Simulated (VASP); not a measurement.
# NaF (Villiaumite) (Fm-3m) in VASP: notebook

The runs below take NaF (Villiaumite) through single point, with LDA.

Program: VASP 6.6.1. These are calculated values, not measurements. Logs are shortened: lines on timing, memory, paths and dates and some standing lists are left out, and cuts for length are marked.

### Step 1. The cell of the first run

Symmetry: Fm-3m, No. 225, cubic system. Conventional cell: a = 4.640 Å, b = 4.640 Å, c = 4.640 Å, α = 90.00°, β = 90.00°, γ = 90.00°. Na (site symmetry m-3m) has 6 F at 2.32 Å within 3.1 Å. F (site symmetry m-3m) has 6 Na at 2.32 Å within 3.1 Å.

### Step 2. Single point, LDA

Input file INCAR:

```
SYSTEM = NaF
PREC = Accurate
ENCUT = 520
EDIFF = 1E-6
ISMEAR = -1
SIGMA = 0.05
LREAL = .False.
LASPH = .True.
NELM = 80
ALGO = Normal
ISIF = 2
LWAVE = .False.
LCHARG = .False.
GGA = CA
NBANDS = 14
```

Input file KPOINTS:

```
regular mesh
0
Gamma
  10 10 10
  0 0 0
```

Input file POSCAR:

```
NaF
1.0
    0.0000000000      2.3200000000      2.3200000000
    2.3200000000      0.0000000000      2.3200000000
    2.3200000000      2.3200000000      0.0000000000
Na F
1 1
Direct
    0.0000000000      0.0000000000      0.0000000000
    0.5000000000      0.5000000000      0.5000000000
```

Potentials or basis: VASP PAW LDA potentials, release 64 (Na_pv, F).

Launch:

```bash
> cat potpaw_LDA.64/Na_pv/POTCAR potpaw_LDA.64/F/POTCAR > POTCAR
> mpirun -np 1 vasp_std > vasp.out
```

OUTCAR:

```text
SYSTEM = NaF
   PREC = Accurate
   ENCUT = 520
   EDIFF = 1E-6
   ISMEAR = -1
   LREAL = .False.
   LASPH = .True.
   NELM = 80
   ISIF = 2
   GGA = CA

 ion  position               nearest neighbor table
   1  0.000  0.000  0.000-   2 2.32   2 2.32   2 2.32   2 2.32   2 2.32   2 2.32
   2  0.500  0.500  0.500-   1 2.32   1 2.32   1 2.32   1 2.32   1 2.32   1 2.32

  LATTYP: Found a face centered cubic cell.
 ALAT       =     4.6400000000

  Lattice vectors:

 A1 = (   0.0000000000,   2.3200000000,   2.3200000000)
 A2 = (   2.3200000000,   0.0000000000,   2.3200000000)
 A3 = (   2.3200000000,   2.3200000000,   0.0000000000)

Analysis of symmetry for initial positions (statically):
=====================================================================
 Subroutine PRICEL returns:
 Original cell was already a primitive cell.

 Routine SETGRP: Setting up the symmetry group for a
 face centered cubic supercell.

 Subroutine GETGRP returns: Found 48 space group operations
 (whereof 48 operations were pure point group operations)
 out of a pool of 48 trial point group operations.

The static configuration has the point symmetry O_h .

Analysis of symmetry for dynamics (positions and initial velocities):
=====================================================================
 Subroutine PRICEL returns:
 Original cell was already a primitive cell.

 Routine SETGRP: Setting up the symmetry group for a
 face centered cubic supercell.

 Subroutine GETGRP returns: Found 48 space group operations
 (whereof 48 operations were pure point group operations)
 out of a pool of 48 trial point group operations.

The dynamic configuration has the point symmetry O_h .

 Subroutine INISYM returns: Found 48 space group operations
 (whereof 48 operations are pure point group operations),
 and found     1 'primitive' translations

----------------------------------------------------------------------------------------

                                     Primitive cell

  volume of cell :      24.9743

  direct lattice vectors                    reciprocal lattice vectors
     0.000000000  2.320000000  2.320000000    -0.215517241  0.215517241  0.215517241
     2.320000000  0.000000000  2.320000000     0.215517241 -0.215517241  0.215517241
     2.320000000  2.320000000  0.000000000     0.215517241  0.215517241 -0.215517241

  length of vectors
     3.280975465  3.280975465  3.280975465     0.373286812  0.373286812  0.373286812

  position of ions in fractional coordinates (direct lattice)
     0.000000000  0.000000000  0.000000000
     0.500000000  0.500000000  0.500000000

  ion indices of the primitive-cell ions
   primitive index   ion index
                 1           1
                 2           2

----------------------------------------------------------------------------------------

 KPOINTS: regular mesh

Automatic generation of k-mesh.
 Grid dimensions read from file:
 generate k-points for:   10   10   10

 Generating k-lattice:

  Cartesian coordinates                     Fractional coordinates (reciprocal lattice)
    -0.021551724  0.021551724  0.021551724     0.100000000  0.000000000  0.000000000
     0.021551724 -0.021551724  0.021551724     0.000000000  0.100000000  0.000000000
     0.021551724  0.021551724 -0.021551724     0.000000000  0.000000000  0.100000000

  Length of vectors
     0.037328681  0.037328681  0.037328681

  Shift w.r.t. Gamma in fractional coordinates (k-lattice)
     0.000000000  0.000000000  0.000000000

 Subroutine IBZKPT returns following result:
 ===========================================

 Found     47 irreducible k-points:

 Following reciprocal coordinates:
            Coordinates               Weight
  0.000000  0.000000  0.000000      1.000000
  0.100000  0.000000  0.000000      8.000000
  0.200000  0.000000  0.000000      8.000000
  0.300000  0.000000  0.000000      8.000000
  0.400000  0.000000  0.000000      8.000000
  0.500000  0.000000  0.000000      4.000000
[... 16 lines left out ...]
  0.300000  0.300000  0.000000      6.000000
  0.400000  0.300000  0.000000     24.000000
 [... further k-points ...]
   k-points           NKPTS =     47   k-points in BZ     NKDIM =     47   number of bands    NBANDS=     14
   number of dos      NEDOS =    301   number of ions     NIONS =      2
   total plane-waves  NPLWV =  13824
   dimension x,y,z NGX =    24 NGY =   24 NGZ =   24
   dimension x,y,z NGXF=    48 NGYF=   48 NGZF=   48
   ions per type =               1   1
   NGX,Y,Z   is equivalent  to a cutoff of  12.16, 12.16, 12.16 a.u.
   NGXF,Y,Z  is equivalent  to a cutoff of  24.32, 24.32, 24.32 a.u.
 SYSTEM =  NaF
   PREC   = accura    normal or accurate (medium, high low for compatibility)
   ISTART =      0    job   : 0-new  1-cont  2-samecut
   ICHARG =      2    charge: 1-file 2-atom 10-const
   ISPIN  =      1    spin polarized calculation?
   LNONCOLLINEAR =      F non collinear calculations
   LSORBIT =      F    spin-orbit coupling
   LASPH  =      T    aspherical Exc in radial PAW
   ENCUT  =  520.0 eV  38.22 Ry    6.18 a.u.   6.10  6.10  6.10*2*pi/ulx,y,z
   NELM   =     80;   NELMIN=  2; NELMDL= -5     # of ELM steps
   EDIFF  = 0.1E-05   stopping-criterion for ELM
   LREAL  =      F    real-space projection
   EDIFFG = 0.1E-04   stopping-criterion for IOM
   NSW    =      0    number of steps for IOM
   IBRION =     -1    ionic relax: 0-MD 1-quasi-New 2-CG
   NFREE  =      0    steps in history (QN), initial steepest desc. (CG)
   ISIF   =      2    stress and relaxation
   ISYM   =      2    0-nonsym 1-usesym 2-fastsym
   POTIM  = 0.5000    time-step for ionic-motion
   TEBEG  =    0.0;   TEEND  =   0.0 temperature during run
   PSTRESS=    0.0 pullay stress
   NELECT =      14.0000    total number of electrons
   NUPDOWN=      -1.0000    fix difference up-down
   EMIN   =  10.00;   EMAX   =-10.00  energy-range for DOS
   EFERMI =   0.00;   METHOD = LEGACY
   ISMEAR =    -1;   SIGMA  =   0.05  broadening in eV -4-tet -1-fermi 0-gaus
   EFERMI_NEDOS =   21; number of points for ismear=-14 and -15
   IALGO  =     38    algorithm
   IMIX   =      4    mixing-type and parameters
     AMIX     =   0.40;   BMIX     =  1.00
     AMIX_MAG =   1.60;   BMIX_MAG =  1.00
  volume/ion in A,a.u.               =      12.49        84.27
  Fermi-wavevector in a.u.,A,eV,Ry     =   1.349852  2.550851 24.791186  1.822101
  Thomas-Fermi vector in A             =   2.477405
   LORBIT       =      0    0 simple, 1 ext, 2 COOP (PROOUT), +10 PAW based schemes
   GGA     = CA    functional components
   LHFCALC =     F    Hartree Fock is set to
   AEXX    =    0.0000 exact exchange contribution
   IVDW    =     0    specifies the selected vdW correction
   LEPSILON=     F    determine dielectric tensor
   LRPA    =     F    only Hartree local field effects (RPA)
 non-spin polarized calculation
  energy-cutoff  :      520.00
  volume of cell :       24.97
 maximum number of plane-waves:       692
   NGX = 13   NGY = 13   NGZ = 13

 number of electron      13.9999978 magnetization

 Free energy of the ion-electron system (eV)
  ---------------------------------------------------
  ext. energy  EPLUGINS =         0.00000000
  ---------------------------------------------------
  free energy    TOTEN  =        -9.30267999 eV

  energy without entropy =       -9.30267999  energy(sigma->0) =       -9.30267999

 E-fermi :  -1.3361     XC(G=0):  -9.9246

 val. band max:       -2.5285640860   @ k =   0.0000   0.0000   0.0000
 cond. band min:       3.4064402012   @ k =   0.0000   0.0000   0.0000
 fundamental gap:      5.9350042872
 Fermi energy:        -1.3361243947

 k-point     1 :       0.0000    0.0000    0.0000
  band No.  band energies     occupation
      1     -21.3005      2.00000
      2     -21.3005      2.00000
      3     -21.3005      2.00000
      4     -21.2818      2.00000
      5      -2.5286      2.00000
      6      -2.5286      2.00000
      7      -2.5286      2.00000
      8       3.4064      0.00000
      9      15.9789      0.00000
     10      15.9789      0.00000
     11      15.9789      0.00000
     12      18.7815      0.00000
     13      21.0061      0.00000
     14      21.0061      0.00000

 k-point     2 :       0.1000    0.0000    0.0000
  band No.  band energies     occupation
      1     -21.5467      2.00000
      2     -21.3017      2.00000
      3     -21.3017      2.00000
      4     -21.0219      2.00000
      5      -2.7366      2.00000
      6      -2.5543      2.00000
      7      -2.5543      2.00000
      8       3.7696      0.00000
      9      14.6905      0.00000
     10      16.1338      0.00000
     11      16.1338      0.00000
     12      20.2188      0.00000
     13      20.5879      0.00000
     14      20.5879      0.00000

 k-point     3 :       0.2000    0.0000    0.0000
  band No.  band energies     occupation
      1     -21.7654      2.00000
      2     -21.3050      2.00000
      3     -21.3050      2.00000
      4     -20.7649      2.00000
      5      -3.2107      2.00000
      6      -2.6211      2.00000
      7      -2.6211      2.00000
      8       4.6957      0.00000
      9      12.9365      0.00000
     10      16.5218      0.00000
     11      16.5218      0.00000
     12      19.9566      0.00000
     13      19.9566      0.00000
     14      21.3588      0.00000

 k-point     4 :       0.3000    0.0000    0.0000
  band No.  band energies     occupation
      1     -21.9319      2.00000
      2     -21.3089      2.00000
      3     -21.3089      2.00000
      4     -20.5507      2.00000
      5      -3.7048      2.00000
      6      -2.7024      2.00000
      7      -2.7024      2.00000
      8       5.8957      0.00000
      9      11.4452      0.00000
     10      16.9088      0.00000
     11      16.9088      0.00000
     12      19.6579      0.00000
     13      19.6579      0.00000
     14      21.1454      0.00000

 k-point     5 :       0.4000    0.0000    0.0000
  band No.  band energies     occupation
      1     -22.0357      2.00000
      2     -21.3121      2.00000
      3     -21.3121      2.00000
      4     -20.4078      2.00000
      5      -4.0566      2.00000
      6      -2.7672      2.00000
      7      -2.7672      2.00000
      8       7.1126      0.00000
      9      10.2216      0.00000
     10      17.0739      0.00000
     11      17.0739      0.00000
[... 276 lines left out ...]
 k-point    22 :      -0.2000    0.2000    0.0000
  band No.  band energies     occupation
      1     -21.8947      2.00000
      2     -21.3430      2.00000
      3     -21.3064      2.00000
      4     -20.5616      2.00000
      5      -3.6435      2.00000
      6      -2.9104      2.00000
      7      -2.7174      2.00000
      8       6.3235      0.00000
      9      11.5284      0.00000
     10      15.0493      0.00000
     11      18.0326      0.00000
     12      18.1924      0.00000
     13      19.6816      0.00000
     14      23.4569      0.00000

 k-point    23 :       0.3000    0.3000    0.0000
  band No.  band energies     occupation
      1     -21.7259      2.00000
      2     -21.3369      2.00000
      3     -21.3369      2.00000
      4     -20.7407      2.00000
      5      -3.6376      2.00000
      6      -2.8126      2.00000
      7      -2.8125      2.00000
      8       6.6694      0.00000
      9      11.3894      0.00000
     10      14.8690      0.00000
     11      16.5027      0.00000
     12      16.5027      0.00000
     13      22.6791      0.00000
     14      23.2629      0.00000

 k-point    24 :       0.4000    0.3000    0.0000
  band No.  band energies     occupation
      1     -21.7083      2.00000
      2     -21.3506      2.00000
      3     -21.3425      2.00000
      4     -20.7401      2.00000
      5      -3.7516      2.00000
      6      -2.9245      2.00000
      7      -2.8661      2.00000
      8       7.6610      0.00000
      9      10.8475      0.00000
     10      13.7480      0.00000
     11      16.5968      0.00000
     12      16.6261      0.00000
     13      22.4464      0.00000
     14      23.6324      0.00000

 [... further k-points ...]

------------------------ aborting loop because EDIFF is reached ----------------------------------------

  FORCE on cell =-STRESS in cart. coord.  units (eV):
  Direction    XX          YY          ZZ          XY          YZ          ZX
  --------------------------------------------------------------------------------------
  -------------------------------------------------------------------------------------
  Total       -0.7120837     -0.7120837     -0.7120837      0.0000000     -0.0000000     -0.0000000
  in kB      -45.6822693    -45.6822693    -45.6822693      0.0000000     -0.0000000     -0.0000000
  external PRESSURE =     -45.6822693 kB  Pullay stress =       0.0000000 kB

 VOLUME and BASIS-vectors are now :
 -----------------------------------------------------------------------------
  energy-cutoff  :      520.00
  volume of cell :       24.97
      direct lattice vectors                 reciprocal lattice vectors
     0.000000000  2.320000000  2.320000000    -0.215517241  0.215517241  0.215517241
     2.320000000  0.000000000  2.320000000     0.215517241 -0.215517241  0.215517241
     2.320000000  2.320000000  0.000000000     0.215517241  0.215517241 -0.215517241

 POSITION                                       TOTAL-FORCE (eV/Angst)
 -----------------------------------------------------------------------------------
      0.00000      0.00000      0.00000        -0.000000     -0.000000     -0.000000
      2.32000      2.32000      2.32000         0.000000      0.000000      0.000000
 -----------------------------------------------------------------------------------
    total drift:                                0.000000     -0.000000      0.000000

  FREE ENERGIE OF THE ION-ELECTRON SYSTEM (eV)
  ---------------------------------------------------
  free  energy   TOTEN  =        -9.3026799938 eV

  energy  without entropy=       -9.3026799938  energy(sigma->0) =       -9.30267999
```

Run time: 6.6 s. Hardware: 1 thread of Intel Xeon Platinum 8259CL at 2.50GHz (Skylake/Cascade Lake), shared host; peak memory 0.13 GiB.

What came out:

- Free energy: -9.3027 eV
- Pressure: -4.6 GPa
- Band gap on the k mesh: 5.93 eV, direct

A k mesh can miss the band edges. LDA gaps usually lie below the measured ones, often by a third to a half.

### Step 3. Single point, LDA

This run uses another cell than the first one, of 12.74 Å³/atom, 1.020 times its volume.

Input file INCAR:

```
  PREC = Accurate
  ENCUT = 520
  EDIFF = 1E-6
  ISMEAR = -1
  SIGMA = 0.05
  LREAL = F
  LASPH = T
  NELM = 80
  ALGO = Normal
  ISIF = 2
  LWAVE = F
  LCHARG = F
  NBANDS = 14
```

Input file KPOINTS:

```
Automatic mesh
0
Gamma
  10 10 10
```

Input file POSCAR:

```
NaF
1.0
    0.0000000000      2.3353646862      2.3353646862
    2.3353646862      0.0000000000      2.3353646862
    2.3353646862      2.3353646862      0.0000000000
Na F
1 1
Direct
    0.0000000000      0.0000000000      0.0000000000
    0.5000000000      0.5000000000      0.5000000000
```

Potentials or basis: VASP PAW LDA potentials, release 64 (Na_pv, F).

Launch:

```bash
> cat potpaw_LDA.64/Na_pv/POTCAR potpaw_LDA.64/F/POTCAR > POTCAR
> mpirun -np 1 vasp_std > vasp.out
```

It took 14 s on 1 thread of Intel Xeon Platinum 8259CL at 2.50GHz (Skylake/Cascade Lake), shared host; peak memory 0.14 GiB.

The run converged. Its results:

* Free energy: -9.2881 eV
* Pressure: -5.3 GPa
* Band gap on the k mesh: 5.83 eV, direct

Levels at points of the mesh, in eV from the valence-band top:
```csv
k point,band 5,band 6,band 7,band 8,band 9,band 10
"(0.00, 0.00, 0.00)",0.00,0.00,0.00,5.83,18.37,18.37
"(0.50, 0.00, 0.00)",-1.61,-0.25,-0.25,10.24,11.90,19.41
"(0.50, 0.50, 0.00)",-1.29,-0.41,-0.41,12.56,12.76,13.01
```

A k mesh can miss the band edges.

### Step 4. Single point, LDA

This run uses another cell than the first one, of 12.99 Å³/atom, 1.040 times its volume.

Input file INCAR:

```
SYSTEM = NaF
ALGO = Normal ; EDIFF = 1E-6
ENCUT = 520 ; ISIF = 2
ISMEAR = -1 ; LASPH = .TRUE.
LCHARG = .FALSE. ; LREAL = .FALSE.
LWAVE = .FALSE. ; NBANDS = 14
NELM = 60 ; PREC = Accurate
SIGMA = 0.05
```

Input file KPOINTS:

```
k-points
0
G
  10 10 10
  0 0 0
```

Input file POSCAR:

```
NaF
1.0
    0.0000000000      2.3505298169      2.3505298169
    2.3505298169      0.0000000000      2.3505298169
    2.3505298169      2.3505298169      0.0000000000
Na F
1 1
Direct
    0.0000000000      0.0000000000      0.0000000000
    0.5000000000      0.5000000000      0.5000000000
```

Launch:

```bash
> cat potpaw_LDA.64/Na_pv/POTCAR potpaw_LDA.64/F/POTCAR > POTCAR
> mpirun -np 1 vasp_std > vasp.out
```

Run time: 14 s. Hardware: 1 thread of Intel Xeon Platinum 8259CL at 2.50GHz (Skylake/Cascade Lake), shared host; peak memory 0.14 GiB.

Results (log left out):

```yaml
Free_energy: -9.2713 eV
Pressure: -6.0 GPa
Band_gap_on_the_k_mesh: 5.74 eV, direct
```

Levels at points of the mesh, in eV from the valence-band top:
```
           k point  band 3  band 4  band 5  band 6  band 7  band 8  band 9  band 10  band 11  band 12
(0.00, 0.00, 0.00)  -18.89  -18.69    0.00    0.00    0.00    5.74   18.24    18.24    18.24    20.96
(0.50, 0.00, 0.00)  -18.90  -17.91   -1.57   -0.24   -0.24   10.13   11.74    19.21    19.21    21.96
(0.50, 0.50, 0.00)  -18.94  -18.44   -1.26   -0.40   -0.40   12.40   12.70    12.83    18.78    18.78
```

A k mesh can miss the band edges. Expect the measured gap to be larger: semilocal functionals such as LDA lack the derivative discontinuity.

(Part 1 of 2 ends here.)
